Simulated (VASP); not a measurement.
Set up this calculation in VASP 6.6.1, as the native input.

- Task: single point
- Functional: PBE
- Potentials or basis: VASP PAW PBE potentials, release 64 (Ba_sv, P, Mg_sv, F)
- Cutoff: 840 eV
- k mesh: 6 × 6 × 4
- Occupations: gaussian, width 0.02 eV
- Spin: no spin polarisation
- Dipole correction: no
- Further INCAR settings: ALGO = Normal; EDIFF = 1e-06; NBANDS = 42

The structure of BaMgPF lies in POSCAR:

```
BaMgPF
1.0
    4.3338564672      0.0000000000      0.0000000000
    0.0000000000      4.3338564672      0.0000000000
    0.0000000000      0.0000000000      9.5732924182
Ba P Mg F
2 2 2 2
Direct
    0.5000000000      0.0000000000      0.1605456130
    0.0000000000      0.5000000000      0.8394543870
    0.5000000000      0.0000000000      0.6531338968
    0.0000000000      0.5000000000      0.3468661032
    0.5000000000      0.5000000000      0.5000000000
    0.0000000000      0.0000000000      0.5000000000
    0.5000000000      0.5000000000      0.0000000000
    0.0000000000      0.0000000000      0.0000000000
```

One way to write it, as run:

INCAR

```
SYSTEM = BaMgPF
ALGO     = Normal         ! electronic algorithm
EDIFF    = 1E-6           ! SCF threshold, eV
ENCUT    = 840            ! plane-wave cutoff, eV
GGA      = PE             ! functional
GGA_COMPAT= .FALSE.      
ISIF     = 2              ! what is computed and relaxed
ISMEAR   = 0              ! smearing method
LASPH    = .TRUE.         ! aspherical terms in the spheres
LCHARG   = .TRUE.         ! write CHGCAR
LELF     = .TRUE.         ! ELF
LREAL    = .FALSE.        ! projectors in reciprocal space
LVHAR    = .TRUE.       
LWAVE    = .FALSE.        ! write WAVECAR
NBANDS   = 42             ! bands
NELM     = 120            ! most SCF steps
PREC     = Accurate       ! precision mode
SIGMA    = 0.02           ! smearing width, eV
```

KPOINTS

```
k-points
0
G
  6 6 4
  0 0 0
```

Potentials or basis: VASP PAW PBE potentials, release 64 (Ba_sv, P, Mg_sv, F).

Launch:

```console
$ cat potpaw_PBE.64/Ba_sv/POTCAR potpaw_PBE.64/P/POTCAR potpaw_PBE.64/Mg_sv/POTCAR potpaw_PBE.64/F/POTCAR > POTCAR
$ mpirun -np 1 vasp_std > vasp.out
```

Results of the run:

| Property | Result |
| --- | --- |
| Pressure | 0.6 GPa |
| Largest force | 0.126 eV/Å |
| Band gap on the k mesh | 1.76 eV |

Caveat: spin-orbit coupling is left out, which moves the levels of the heavy elements.

It took 15 min on 1 thread of AMD EPYC 7R43 64-Core Processor (Zen 3) (shared host), peak memory 0.64 GiB.
